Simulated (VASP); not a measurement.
# Al15CoN16 (a cell with a defect) in VASP: a series of runs

Al15CoN16 (a cell with a defect) is run at these levels: PBEsol+U; tasks: single point.

Program: VASP 6.6.1. These are calculated values, not measurements. Logs are shortened: lines on timing, memory, paths and dates and some standing lists are left out, and cuts for length are marked.

## Step 1: The cell of the first run

The cell holds a defect, 32 atoms: a = 6.220 Å, b = 6.220 Å, c = 9.960 Å, α = 90.00°, β = 90.00°, γ = 120.00°.

## Step 2: Single point, PBEsol+U, collinear spin, zero start

INCAR

```
PREC = Accurate ; ENCUT = 450
EDIFF = 1E-5 ; ISMEAR = 0
SIGMA = 0.03 ; LREAL = Auto
LASPH = True ; NELM = 120
ALGO = Normal ; ISIF = 2
LWAVE = False ; LCHARG = False
ISPIN = 2 ; MAGMOM = 0 0 0 0 0 0 0 0 0 0 0 0 0 0 0 0 0 0 0 0 0 0 0 0 0 0 0 0 0 0 0 0
LORBIT = 11 ; NUPDOWN = 0
LMAXMIX = 4 ; LDAU = True
LDAUTYPE = 2 ; LDAUL = 2 -1 -1
LDAUU = 4 0 0 ; LDAUJ = 0 0 0
LDAUPRINT = 1 ; GGA = PS
ISYM = 0 ; KPAR = 4
```

KPOINTS

```
Automatic mesh
0
Gamma
  4 4 2
```

POSCAR

```
Al15CoN16                               
1.0
    6.2200008610      0.0000000000      0.0000000000
   -3.1100004305      5.3866787572      0.0000000000
    0.0000000000      0.0000000000      9.9600000000
  Co              Al              N             
     1    15    16
Direct
     0.3341517704270011    0.1675337091565167    0.9986268575881685
     0.3333084205418342    0.1669409530537067    0.5008806357173993
     0.3379363147255389    0.6693135799170372    0.0024218680270976
     0.3339510972662337    0.6672380686215328    0.5003196588738066
     0.8339641960547760    0.1667853494807151    0.0019484193520286
     0.8339330870549705    0.1673855103684704    0.5003312334834322
     0.8342314921492290    0.6683784441478363    0.0017895668474089
     0.8342520243798512    0.6671848218070588    0.5001564605361865
     0.1648748101367810    0.3340946711668045    0.2496547545218947
     0.1686994961582306    0.3349962916813758    0.7516404109015153
     0.1653376916738098    0.8314039225744122    0.2493641839637951
     0.1685412995839319    0.8349688506858706    0.7515779124570001
     0.6649173311513612    0.3330972424968844    0.2489071407626827
     0.6687183504741792    0.3347287670578568    0.7509344471382082
     0.6671729768200897    0.8339379434412779    0.2516722080886704
     0.6680690483235984    0.8345314823067134    0.7506633865152035
     0.3277874094302373    0.1642741506264317    0.1902472888702413
     0.3346878730759592    0.1679867412414150    0.6920537909661256
     0.3347035766419281    0.6674185241787787    0.1926567685859928
     0.3345814263270291    0.6680694082177884    0.6914421200053485
     0.8317354611161482    0.1666423547430849    0.1923599254042243
     0.8352970110464106    0.1678571964727196    0.6913888731629833
     0.8320939939190466    0.6662934967801724    0.1922666274869010
     0.8352132861333771    0.6681279868546343    0.6912178275518631
     0.1672672189404861    0.3336686468383359    0.4409577166814423
     0.1670038057008919    0.3386334583756991    0.9435241307608662
     0.1676393802437668    0.8342918830474004    0.4406750349526277
     0.1672322010233522    0.8292054602514415    0.9432608251694683
     0.6656548040765845    0.3331267747808290    0.4404918619409739
     0.6756944291200940    0.3383775572267105    0.9404437720353233
     0.6674764723178163    0.8339956720128683    0.4421431643083005
     0.6693722439654421    0.8350950803876006    0.9415631273428269
```

Potentials or basis: VASP PAW PBE potentials, release 64 (Co, Al, N).

On the command line:

```
> cat potpaw_PBE.64/Co/POTCAR potpaw_PBE.64/Al/POTCAR potpaw_PBE.64/N/POTCAR > POTCAR
> mpirun -np 4 vasp_std > vasp.out
```

OUTCAR:

```text
PREC = Accurate
   ENCUT = 450
   EDIFF = 1E-5
   ISMEAR = 0
   LREAL = Auto
   LASPH = True
   NELM = 120
   ISIF = 2
   ISPIN = 2
   LORBIT = 11
   NUPDOWN = 0
   GGA = PS
   ISYM = 0

 ion  position               nearest neighbor table
   1  0.334  0.168  0.999-  26 1.90  28 1.90  17 1.91  30 1.93  12 3.04  10 3.04  14 3.06  13 3.06
                            11 3.08   9 3.09   7 3.11   5 3.11   3 3.11   3 3.11   5 3.11   7 3.11
   2  0.333  0.167  0.501-  29 1.89  25 1.89  27 1.89  18 1.90  12 3.07  10 3.07  14 3.08  13 3.08
                             9 3.09  11 3.09   8 3.11   6 3.11   4 3.11   4 3.11   6 3.11   8 3.11
   3  0.338  0.669  0.002-  26 1.88  28 1.88  32 1.89  19 1.89  11 3.05  15 3.05   9 3.05  16 3.07
                            10 3.08  12 3.08   5 3.09   7 3.09   1 3.11   1 3.11   7 3.13   5 3.13
   4  0.334  0.667  0.500-  31 1.89  27 1.89  25 1.89  20 1.90  15 3.06   9 3.07  16 3.08  11 3.08
                            10 3.08  12 3.08   8 3.11   6 3.11   2 3.11   2 3.11   6 3.11   8 3.11
   5  0.834  0.167  0.002-  30 1.88  32 1.89  26 1.89  21 1.90   9 3.04  13 3.05  15 3.07  10 3.08
                            16 3.08  14 3.08   3 3.09   7 3.10   1 3.11   1 3.11   7 3.12   3 3.13
   6  0.834  0.167  0.500-  31 1.89  25 1.89  29 1.90  22 1.90  15 3.06   9 3.07  16 3.07  14 3.07
                            10 3.08  13 3.09   2 3.11   8 3.11   4 3.11   4 3.11   8 3.11   2 3.11
   7  0.834  0.668  0.002-  30 1.88  32 1.88  28 1.89  23 1.90  11 3.04  13 3.05  15 3.07  12 3.07
                            16 3.08  14 3.08   3 3.09   5 3.10   1 3.11   1 3.11   5 3.12   3 3.13
   8  0.834  0.667  0.500-  31 1.89  27 1.89  29 1.90  24 1.90  15 3.06  11 3.07  14 3.07  16 3.07
                            13 3.08  12 3.08   2 3.11   6 3.11   4 3.11   4 3.11   6 3.11   2 3.11
   9  0.165  0.334  0.250-  21 1.88  19 1.88  17 1.89  25 1.91   5 3.04   3 3.05   6 3.07   4 3.07
[... 17 lines left out ...]
  19  0.335  0.667  0.193-  11 1.88   9 1.88  15 1.88   3 1.89
  20  0.335  0.668  0.691-  16 1.89  12 1.89  10 1.89   4 1.90
  21  0.832  0.167  0.192-  13 1.88   9 1.88  15 1.89   5 1.90
  22  0.835  0.168  0.691-  16 1.89  14 1.89  10 1.89   6 1.90
[... 8 lines left out ...]
  31  0.667  0.834  0.442-   6 1.89   8 1.89   4 1.89  15 1.90
  32  0.669  0.835  0.942-   7 1.88   5 1.89   3 1.89  16 1.90

IMPORTANT INFORMATION: All symmetrisations will be switched off!
NOSYMM: (Re-)initialisation of all symmetry stuff for point group C_1.

----------------------------------------------------------------------------------------

                                     Primitive cell

  volume of cell :     333.7113

  direct lattice vectors                    reciprocal lattice vectors
     6.220000861  0.000000000  0.000000000     0.160771682  0.092821574  0.000000000
    -3.110000430  5.386678757  0.000000000     0.000000000  0.185643148  0.000000000
     0.000000000  0.000000000  9.960000000     0.000000000  0.000000000  0.100401606

  length of vectors
     6.220000861  6.220000861  9.960000000     0.185643148  0.185643148  0.100401606

  position of ions in fractional coordinates (direct lattice)
     0.334151770  0.167533709  0.998626858
     0.333308421  0.166940953  0.500880636
     0.337936315  0.669313580  0.002421868
     0.333951097  0.667238069  0.500319659
     0.833964196  0.166785349  0.001948419
     0.833933087  0.167385510  0.500331233
[... 24 lines left out ...]
     0.667476472  0.833995672  0.442143164
     0.669372244  0.835095080  0.941563127

  ion indices of the primitive-cell ions
   primitive index   ion index
                 1           1
                 2           2
                 3           3
                 4           4
                 5           5
                 6           6
[... 24 lines left out ...]
                31          31
                32          32

----------------------------------------------------------------------------------------

 KPOINTS: Automatic mesh

Automatic generation of k-mesh.
 Grid dimensions read from file:
 generate k-points for:    4    4    2

 Generating k-lattice:

  Cartesian coordinates                     Fractional coordinates (reciprocal lattice)
     0.040192920  0.023205393  0.000000000     0.250000000 -0.000000000  0.000000000
     0.000000000  0.046410787  0.000000000     0.000000000  0.250000000  0.000000000
[... 93 lines left out ...]
 NGX is ok and might be reduce to    48
   NGX = 21   NGY = 21   NGZ = 35

 number of electron     133.9999986 magnetization      -0.0000000

atom =   1  type =  1  l = 2

 onsite density matrix

spin component  1

  0.6955  0.0291 -0.0162  0.1152 -0.0861
  0.0291  0.9250 -0.0080 -0.0095  0.0817
 -0.0162 -0.0080  0.3855 -0.0147 -0.0081
  0.1152 -0.0095 -0.0147  0.9144  0.0287
 -0.0861  0.0817 -0.0081  0.0287  0.7982

spin component  2

  0.6957  0.0292 -0.0159  0.1154 -0.0870
  0.0292  0.9254 -0.0093 -0.0095  0.0814
 -0.0159 -0.0093  0.3863 -0.0140 -0.0091
  0.1154 -0.0095 -0.0140  0.9142  0.0288
 -0.0870  0.0814 -0.0091  0.0288  0.7980

 occupancies and eigenvectors

  o =  0.3841  v =  0.0534  0.0080  0.9980  0.0146  0.0281  0.0000  0.0000  0.0000  0.0000  0.0000      0.0000  0.0000  0.0000  0.0000  0.0000  0.0000  0.0000  0.0000  0.0000  0.0000
  o =  0.3849  v =  0.0000  0.0000  0.0000  0.0000  0.0000  0.0537  0.0099  0.9980  0.0131  0.0303      0.0000  0.0000  0.0000  0.0000  0.0000  0.0000  0.0000  0.0000  0.0000  0.0000
  o =  0.5916  v =  0.0000  0.0000  0.0000  0.0000  0.0000  0.7996 -0.1924 -0.0506 -0.3346  0.4573      0.0000  0.0000  0.0000  0.0000  0.0000  0.0000  0.0000  0.0000  0.0000  0.0000
  o =  0.5924  v =  0.8005 -0.1925 -0.0492 -0.3349  0.4557  0.0000  0.0000  0.0000  0.0000  0.0000      0.0000  0.0000  0.0000  0.0000  0.0000  0.0000  0.0000  0.0000  0.0000  0.0000
  o =  0.8116  v = -0.4351 -0.4171  0.0017  0.2366  0.7621  0.0000  0.0000  0.0000  0.0000  0.0000      0.0000  0.0000  0.0000  0.0000  0.0000  0.0000  0.0000  0.0000  0.0000  0.0000
  o =  0.8123  v =  0.0000  0.0000  0.0000  0.0000  0.0000 -0.4355 -0.4157  0.0013  0.2392  0.7617      0.0000  0.0000  0.0000  0.0000  0.0000  0.0000  0.0000  0.0000  0.0000  0.0000
  o =  0.9645  v = -0.3387 -0.4394  0.0387 -0.8109 -0.1823  0.0000  0.0000  0.0000  0.0000  0.0000      0.0000  0.0000  0.0000  0.0000  0.0000  0.0000  0.0000  0.0000  0.0000  0.0000
  o =  0.9645  v =  0.0000  0.0000  0.0000  0.0000  0.0000 -0.3409 -0.4363  0.0388 -0.8126 -0.1779      0.0000  0.0000  0.0000  0.0000  0.0000  0.0000  0.0000  0.0000  0.0000  0.0000
  o =  0.9661  v =  0.2288 -0.7719 -0.0004  0.4174 -0.4214  0.0000  0.0000  0.0000  0.0000  0.0000      0.0000  0.0000  0.0000  0.0000  0.0000  0.0000  0.0000  0.0000  0.0000  0.0000
  o =  0.9662  v =  0.0000  0.0000  0.0000  0.0000  0.0000  0.2279 -0.7744  0.0028  0.4127 -0.4219      0.0000  0.0000  0.0000  0.0000  0.0000  0.0000  0.0000  0.0000  0.0000  0.0000

 number of electron     133.9999987 magnetization       0.0000000

 Free energy of the ion-electron system (eV)
  ---------------------------------------------------
  ext. energy  EPLUGINS =         0.00000000
  ---------------------------------------------------
  free energy    TOTEN  =      -245.53259524 eV

  energy without entropy =     -245.52619743  energy(sigma->0) =     -245.52939633

 E-fermi :   7.8007     XC(G=0): -11.1742

 val. band max:        7.7982868297   @ k =   0.2500   0.2500   0.0000
 cond. band min:       7.8019608965   @ k =   0.2500   0.0000   0.0000
 fundamental gap:      0.0036740668
 Fermi energy:         7.7995317708

 spin component 1

 k-point     1 :       0.0000    0.0000    0.0000
  band No.  band energies     occupation
      1      -9.1368      1.00000
      2      -8.2718      1.00000
      3      -8.2106      1.00000
      4      -7.1796      1.00000
      5      -7.1759      1.00000
      6      -7.1484      1.00000
[... 1629 lines left out ...]
     78      12.9573      0.00000
     79      13.0222      0.00000
 Fermi energy:         7.8007362765

 spin component 2

 k-point     1 :       0.0000    0.0000    0.0000
  band No.  band energies     occupation
      1      -9.1367      1.00000
      2      -8.2718      1.00000
      3      -8.2106      1.00000
      4      -7.1796      1.00000
      5      -7.1759      1.00000
      6      -7.1483      1.00000
[... 1629 lines left out ...]
     78      12.9573      0.00000
     79      13.0223      0.00000
 [bands above 79 left out]

------------------------ aborting loop because EDIFF is reached ----------------------------------------

  FORCE on cell =-STRESS in cart. coord.  units (eV):
  Direction    XX          YY          ZZ          XY          YZ          ZX
  --------------------------------------------------------------------------------------
  -------------------------------------------------------------------------------------
  Total       -0.6369483      0.6834828     -2.8397609     -1.1472622     -0.2477308     -0.4536331
  in kB       -3.0580454      3.2814613    -13.6339436     -5.5081075     -1.1893776     -2.1779327
  external PRESSURE =      -4.4701759 kB  Pullay stress =       0.0000000 kB

 VOLUME and BASIS-vectors are now :
 -----------------------------------------------------------------------------
  energy-cutoff  :      450.00
  volume of cell :      333.71
      direct lattice vectors                 reciprocal lattice vectors
     6.220000861  0.000000000  0.000000000     0.160771682  0.092821574  0.000000000
    -3.110000430  5.386678757  0.000000000     0.000000000  0.185643148  0.000000000
     0.000000000  0.000000000  9.960000000     0.000000000  0.000000000  0.100401606

 POSITION                                       TOTAL-FORCE (eV/Angst)
 -----------------------------------------------------------------------------------
      1.55739      0.90245      9.94632        -0.171129     -0.102956     -0.264030
      1.55399      0.89926      4.98877         0.012124      0.010733     -0.046996
      0.02040      3.60538      0.02412         0.088730      0.049844      0.126694
      0.00207      3.59420      4.98318         0.016618      0.013126     -0.012705
      4.66856      0.89842      0.01941         0.003792     -0.159417      0.134503
      4.66650      0.90165      4.98330        -0.028445     -0.000118     -0.026569
[... 24 lines left out ...]
      1.55798      4.49247      4.40375         0.007663     -0.000350      0.015526
      1.56635      4.49839      9.37797        -0.014317      0.001622     -0.074041
 -----------------------------------------------------------------------------------
    total drift:                               -0.004860      0.001112     -0.009235

  FREE ENERGIE OF THE ION-ELECTRON SYSTEM (eV)
  ---------------------------------------------------
  free  energy   TOTEN  =      -245.5325952373 eV

  energy  without entropy=     -245.5261974271  energy(sigma->0) =     -245.52939633

 total charge

# of ion       s       p       d       tot
------------------------------------------
    1        0.463   0.566   7.403   8.432
    2        0.369   0.443   0.000   0.812
    3        0.373   0.449   0.000   0.821
    4        0.369   0.442   0.000   0.811
    5        0.372   0.446   0.000   0.818
    6        0.369   0.442   0.000   0.811
[... 24 lines left out ...]
   31        1.223   2.617   0.000   3.841
   32        1.223   2.617   0.000   3.840
--------------------------------------------------
tot         25.634  48.765   7.403  81.802

 magnetization (x)

# of ion       s       p       d       tot
------------------------------------------
    1       -0.000  -0.000  -0.000  -0.000
    2        0.000   0.000   0.000   0.000
    3       -0.000  -0.000   0.000  -0.000
    4        0.000   0.000   0.000   0.000
    5       -0.000  -0.000   0.000  -0.000
    6        0.000   0.000   0.000   0.000
[... 24 lines left out ...]
   31       -0.000  -0.000   0.000  -0.000
   32        0.000   0.000   0.000   0.000
--------------------------------------------------
tot          0.000   0.000  -0.000  -0.000
```

Run time: 27 min. Hardware: 4 MPI ranks of Intel Xeon 6975P-C (Granite Rapids), shared host; peak memory 0.9 GiB.

What came out:

```
Free energy                                           : -245.5326 eV
Largest force                                         : 0.532 eV/Å
Net moment                                            : 0.00 μB per cell
Valence electrons inside the program's atomic spheres : Co 8.43; Al 0.81, 0.82 (each value once); N 3.78, 3.83, 3.84 (each value once)
```

Forces in eV/Å, atoms in the order of the input:
```
Co  -0.171 -0.103 -0.264
Al   0.012  0.011 -0.047
Al   0.089  0.050  0.127
Al   0.017  0.013 -0.013
Al   0.004 -0.159  0.135
Al  -0.028  0.000 -0.027
Al  -0.128  0.066  0.147
Al  -0.028 -0.020 -0.017
Al   0.011  0.037 -0.089
Al  -0.080  0.048 -0.021
Al   0.019  0.000 -0.065
Al   0.010 -0.099 -0.029
Al  -0.086 -0.067 -0.042
Al   0.032  0.028 -0.179
Al  -0.029 -0.010 -0.036
Al   0.021 -0.003  0.023
N    0.304  0.176 -0.240
N    0.023  0.006  0.107
N   -0.043 -0.014  0.015
N    0.035 -0.004 -0.017
N   -0.004  0.008 -0.027
N   -0.003  0.024  0.012
N    0.007 -0.021 -0.030
N    0.009  0.002  0.026
N    0.012 -0.017  0.029
N    0.150  0.145  0.019
N   -0.023  0.018  0.047
N    0.183  0.054  0.057
N    0.010  0.010  0.069
N   -0.317 -0.181  0.387
N    0.008  0.000  0.016
N   -0.014  0.002 -0.074
```

Eigenvalues of the final occupation matrices:
```csv
site,spin,trace,eigenvalues
site 1 d,1,3.72,0.38 0.59 0.81 0.96 0.97
site 1 d,2,3.72,0.38 0.59 0.81 0.96 0.97
```

Caveat: the cutoff is under 1.25 times the usual one of these potentials, so pressure, stress and relaxed cells hold a basis-set (Pulay) error; the PAW data sets were made with another functional, which shifts forces and pressure a little; the total moment is fixed, so each spin has its own Fermi level.

## Step 3: Single point, PBEsol+U, collinear spin, ferromagnetic start

INCAR, as its differences from that of step 2:

```diff
@@ -6,4 +6,4 @@
 LWAVE = False ; LCHARG = False
-ISPIN = 2 ; MAGMOM = 0 0 0 0 0 0 0 0 0 0 0 0 0 0 0 0 0 0 0 0 0 0 0 0 0 0 0 0 0 0 0 0
-LORBIT = 11 ; NUPDOWN = 0
+ISPIN = 2 ; MAGMOM = 4 0 0 0 0 0 0 0 0 0 0 0 0 0 0 0 0 0 0 0 0 0 0 0 0 0 0 0 0 0 0 0
+LORBIT = 11 ; NUPDOWN = 4
 LMAXMIX = 4 ; LDAU = True
```

KPOINTS

```
Automatic mesh
0
Gamma
  3 3 2
```

POSCAR is that of step 2.

Potentials or basis: VASP PAW PBE potentials, release 64 (Co, Al, N).

On the command line:

```
> cat potpaw_PBE.64/Co/POTCAR potpaw_PBE.64/Al/POTCAR potpaw_PBE.64/N/POTCAR > POTCAR
> mpirun -np 4 vasp_std > vasp.out
```

It took 5 min on 4 MPI ranks of Intel Xeon 6975P-C (Granite Rapids), shared host; peak memory 0.7 GiB.

It converged, with:

| Item | Value |
| --- | --- |
| Free energy | -247.0247 eV |
| Largest force | 0.735 eV/Å |
| Net moment | 4.00 μB per cell |
| Site moments | Co +2.93; Al +0.00, +0.01 (each value once); N +0.14, +0.01, +0.00, -0.00, +0.15 (each value once) μB |
| Valence electrons inside the program's atomic spheres | Co 8.24; Al 0.81, 0.82 (each value once); N 3.80, 3.83, 3.85, 3.84, 3.81 (each value once) |

Forces in eV/Å, atoms in the order of the input:
```
Co   0.012  0.016 -0.118
Al   0.004  0.007 -0.097
Al   0.008  0.007  0.045
Al  -0.029 -0.014 -0.014
Al   0.013  0.002 -0.001
Al  -0.022  0.042 -0.008
Al   0.012 -0.003  0.014
Al   0.011 -0.035  0.003
Al   0.100 -0.099  0.113
Al  -0.056 -0.033 -0.037
Al  -0.060  0.142  0.128
Al  -0.051 -0.043 -0.041
Al  -0.175 -0.112  0.079
Al   0.033  0.033 -0.114
Al  -0.003  0.003  0.042
Al   0.045  0.009 -0.072
N    0.193  0.125  0.697
N    0.016  0.003  0.020
N   -0.007  0.005 -0.048
N    0.025 -0.010  0.082
N    0.003 -0.015 -0.089
N    0.002  0.005  0.027
N   -0.009 -0.005 -0.094
N   -0.006  0.016  0.036
N   -0.045  0.036  0.035
N   -0.123  0.119 -0.285
N   -0.004 -0.057  0.053
N    0.051 -0.163 -0.283
N    0.064  0.040  0.065
N    0.018 -0.016 -0.146
N   -0.002 -0.005 -0.012
N   -0.018  0.000  0.018
```

Eigenvalues of the final occupation matrices:
| site | spin | trace | eigenvalues |
| --- | --- | --- | --- |
| site 1 d | 1 | 4.97 | 0.98 0.98 1.00 1.00 1.01 |
| site 1 d | 2 | 2.16 | 0.13 0.30 0.31 0.44 0.97 |

Caveat: the k points lie up to 0.39 Å⁻¹ apart; the cutoff is under 1.25 times the usual one of these potentials, so pressure, stress and relaxed cells hold a basis-set (Pulay) error; the PAW data sets were made with another functional, which shifts forces and pressure a little; the total moment is fixed, so each spin has its own Fermi level. The state reached can hang on the start; a lower one may exist.
